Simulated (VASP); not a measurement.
Set up this calculation in VASP 6.6.1, as the native input.

| Property | Result |
| --- | --- |
| Task | relaxation of cell and atoms |
| Functional | PBE |
| Potentials or basis | VASP PAW PBE potentials, release 64 (Hf_pv, Ti_sv, Si) |
| Cutoff | 600 eV |
| k mesh | 10 × 10 × 6, shifted |
| Occupations | gaussian, width 0.1 eV |
| Spin | no spin polarisation |
| Dipole correction | no |
| Further INCAR settings | ALGO = Fast; EDIFF = 1e-06; IBRION = 2; EDIFFG = -0.01; NSW = 100; ISIF = 3 |

The structure of HfTi2Si2 lies in POSCAR:

```
HfTi2Si2
1.0
    3.5534226525      0.0000000000      0.0000000000
    0.0000000000      3.5534226525      0.0000000000
    0.0000000000      0.0000000000      7.7671768367
Hf Ti Si
1 2 2
Direct
    0.0000000000      0.0000000000      0.0000000000
    0.0000000000      0.0000000000      0.3462837641
    0.0000000000      0.0000000000      0.6537162359
    0.5000000000      0.5000000000      0.0000000000
    0.5000000000      0.5000000000      0.5000000000
```

These files were run (other wordings do the same):

INCAR

```
SYSTEM = HfTi2Si2
ALGO     = Fast           ! electronic algorithm
EDIFF    = 1E-6           ! SCF threshold, eV
EDIFFG   = -0.01          ! ionic threshold
ENCUT    = 600            ! plane-wave cutoff, eV
GGA      = PE             ! functional
IBRION   = 2              ! ionic algorithm
ISIF     = 3              ! what is computed and relaxed
ISMEAR   = 0              ! smearing method
LASPH    = .TRUE.         ! aspherical terms in the spheres
LCHARG   = .FALSE.        ! write CHGCAR
LREAL    = .FALSE.        ! projectors in reciprocal space
LWAVE    = .FALSE.        ! write WAVECAR
NELM     = 60             ! most SCF steps
NSW      = 100            ! ionic steps
PREC     = Accurate       ! precision mode
SIGMA    = 0.1            ! smearing width, eV
```

KPOINTS

```
Automatic mesh
0
Gamma
  10 10 6
  0.5 0.5 0.5
```

Potentials or basis: VASP PAW PBE potentials, release 64 (Hf_pv, Ti_sv, Si).

Run with:

```sh
$ cat potpaw_PBE.64/Hf_pv/POTCAR potpaw_PBE.64/Ti_sv/POTCAR potpaw_PBE.64/Si/POTCAR > POTCAR
$ mpirun -np 1 vasp_std > vasp.out
```

Results of the run:

```json
{
 "Relaxed volume": "19.52 Å³/atom",
 "Relaxed cell": "a = 3.561 Å, b = 3.561 Å, c = 7.699 Å, α = 90.00°, β = 90.00°, γ = 90.00°",
 "Space group after relaxing (to 0.1 Å)": "P4/mmm (No. 123)",
 "Energy gained by relaxing": "0.7 meV/atom",
 "Ionic steps": "6",
 "Pressure after relaxing": "0.0 GPa",
 "Band gap on the k mesh": "zero (bands 21 and 22 overlap by 0.48 eV)"
}
```

Caveat: spin-orbit coupling is left out, which moves the levels of the heavy elements.

Run time: 20 min on 1 thread of Oxide Virtual Turin-like Processor, on a shared host, peak memory 0.3 GiB.
